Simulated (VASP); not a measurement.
Write the native input for VASP 6.6.1 that does the following.

| Item | Value |
| --- | --- |
| Task | single point |
| Functional | PBE |
| Potentials or basis | VASP PAW PBE potentials, release 64 (Ga_d, N, O) |
| Cutoff | 520 eV |
| k mesh | 1 × 1 × 1, shifted |
| Occupations | fermi-dirac, width 0.01 eV |
| Spin | no spin polarisation |
| Dipole correction | no |
| Further INCAR settings | LREAL = Auto; ALGO = Normal; EDIFF = 1e-06; NBANDS = 169 |

The structure of Ga16N16O (a cell with a defect) lies in POSCAR:

```
Ga16N16O
1.0
    6.4372426901      0.0000000029      0.0000000000
   -3.2186213475      5.5748156985      0.0000000000
    0.0000000000      0.0000000000     10.4870679900
Ga N O
16 16 1
Direct
    0.3355286646      0.1828111728      0.2581661836
    0.1562661993      0.3393211011      0.4999754651
    0.3334211777      0.1757789738      0.7384370392
    0.1650813273      0.3321090623      0.9989740620
    0.3355609380      0.6658490735      0.2542502148
    0.1586637395      0.8393355621      0.4975333865
    0.3319763394      0.6652024784      0.7445182983
    0.1631182029      0.8357328261      0.9536964401
    0.8311921736      0.1684149745      0.2472002268
    0.6615853522      0.3347073927      0.5007045030
    0.8300232019      0.1672441547      0.7515513025
    0.6583869535      0.3331125957      0.9962627613
    0.8127834095      0.6570910424      0.2597682736
    0.6583966770      0.8402785424      0.5005480161
    0.8223894566      0.6629221824      0.7409597936
    0.6666747115      0.8331787081      0.9985295993
    0.3292954371      0.1784934201      0.4462118081
    0.1656568531      0.3420082213      0.1891482508
    0.3370230979      0.1825932765      0.9220772851
    0.1578086152      0.3348633528      0.6858931478
    0.3267748843      0.6706477095      0.4417790415
    0.1554187193      0.8273403964      0.2378647085
    0.3338930438      0.6651715055      0.9339585935
    0.1623621561      0.8345073538      0.6876095628
    0.8263851707      0.1699796156      0.4356353435
    0.6601367600      0.3332219194      0.1878131255
    0.8302172969      0.1677291492      0.9398086311
    0.6662265623      0.3313722270      0.6853867108
    0.8190542342      0.6670104365      0.4462692061
    0.6625994754      0.8331595406      0.1883717404
    0.8186968068      0.6596691050      0.9267229779
    0.6633761523      0.8384086511      0.6868334905
    0.1521756804     -0.0661203523      0.1143300870
```

One way to write it, as run:

INCAR

```
SYSTEM = Ga16N16O
PREC = Accurate
ENCUT = 520
EDIFF = 1E-6
ISMEAR = -1
SIGMA = 0.01
LREAL = Auto
LASPH = .True.
NELM = 60
ALGO = Normal
ISIF = 2
LWAVE = .False.
LCHARG = .False.
GGA = PE
NBANDS = 169
```

KPOINTS

```
Automatic mesh
0
Gamma
  1 1 1
  0.25 0.25 0.25
```

Potentials or basis: VASP PAW PBE potentials, release 64 (Ga_d, N, O).

Command:

```bash
$ cat potpaw_PBE.64/Ga_d/POTCAR potpaw_PBE.64/N/POTCAR potpaw_PBE.64/O/POTCAR > POTCAR
$ mpirun -np 1 vasp_std > vasp.out
```

It gave:

The pressure is 4.4 GPa and the largest force is 0.298 eV/Å. The band gap on the k mesh is 3.61 eV.

Caveat: the k points lie up to 0.56 Å⁻¹ apart.

It took 26 min on 1 thread of Intel(R) Xeon(R) Platinum 8488C (Sapphire Rapids), on a shared host, peak memory 0.58 GiB.
